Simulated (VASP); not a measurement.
## TiPt3: single point with PBE

The system is TiPt3.

```
CELL_PARAMETERS angstrom
5.55543 0.00000 0.00000
-2.77771 4.81114 0.00000
0.00000 0.00000 9.04790
ATOMIC_POSITIONS crystal
Ti 0.00000 0.00000 0.00000
Ti 0.00000 0.00000 0.50000
Ti 0.66667 0.33333 0.75000
Ti 0.33333 0.66667 0.25000
Pt 0.50000 0.00000 0.00000
Pt 0.00000 0.50000 0.00000
Pt 0.50000 0.50000 0.00000
Pt 0.50000 0.00000 0.50000
Pt 0.00000 0.50000 0.50000
Pt 0.50000 0.50000 0.50000
Pt 0.66650 0.83325 0.75000
Pt 0.16675 0.83325 0.75000
Pt 0.16675 0.33350 0.75000
Pt 0.33350 0.16675 0.25000
Pt 0.83325 0.16675 0.25000
Pt 0.83325 0.66650 0.25000
```

| Property | Result |
| --- | --- |
| Program | VASP 6.6.1 |
| Task | single point |
| Functional | PBE |
| Potentials or basis | VASP PAW PBE potentials, release 64 (Ti_sv, Pt) |
| Cutoff | 520 eV |
| k mesh | 6 × 6 × 2 |
| Occupations | gaussian, width 0.1 eV |
| Spin | no spin polarisation |

```yaml
Pressure: 4.0 GPa
Largest_force: 0.052 eV/Å
Band_gap_on_the_k_mesh: zero (band 84 reaches 11.35 eV, above the bottom of band 85 at 11.22 eV)
```

Forces in eV/Å, atoms in the order of the input:
```
Ti   0.000  0.000  0.000
Ti   0.000  0.000  0.000
Ti   0.000  0.000  0.000
Ti   0.000  0.000  0.000
Pt   0.000  0.000  0.000
Pt   0.000  0.000  0.000
Pt   0.000  0.000  0.000
Pt   0.000  0.000  0.000
Pt   0.000  0.000  0.000
Pt   0.000  0.000  0.000
Pt   0.045  0.026  0.000
Pt  -0.045  0.026  0.000
Pt   0.000 -0.052  0.000
Pt  -0.045 -0.026  0.000
Pt   0.045 -0.026  0.000
Pt   0.000  0.052  0.000
```

Stress tensor (GPa, compression positive):
```
3.89 0.00 0.00
0.00 3.89 0.00
0.00 0.00 4.25
```

Levels at points of the mesh, in eV from the Fermi level:
| k point | band 81 | band 82 | band 83 | band 84 | band 85 | band 86 | band 87 | band 88 |
| --- | --- | --- | --- | --- | --- | --- | --- | --- |
| (0.00, 0.00, 0.00) | 0.03 | 0.04 | 0.04 | 0.07 | 0.26 | 0.26 | 0.26 | 0.88 |
| (0.50, 0.00, 0.00) | -1.03 | -1.02 | -0.30 | -0.14 | 0.07 | 0.11 | 0.31 | 0.42 |
| (0.00, 0.00, 0.50) | -0.24 | -0.24 | 0.01 | 0.01 | 0.75 | 0.75 | 0.75 | 0.75 |
| (0.50, 0.00, 0.50) | -0.91 | -0.91 | -0.05 | -0.05 | 0.01 | 0.01 | 0.24 | 0.24 |

Wall time 13 min on 1 thread of Intel(R) Xeon(R) 6975P-C (Granite Rapids), with other jobs on the host, peak memory 0.48 GiB.

Caveat: spin-orbit coupling is left out, which moves the levels of the heavy elements.
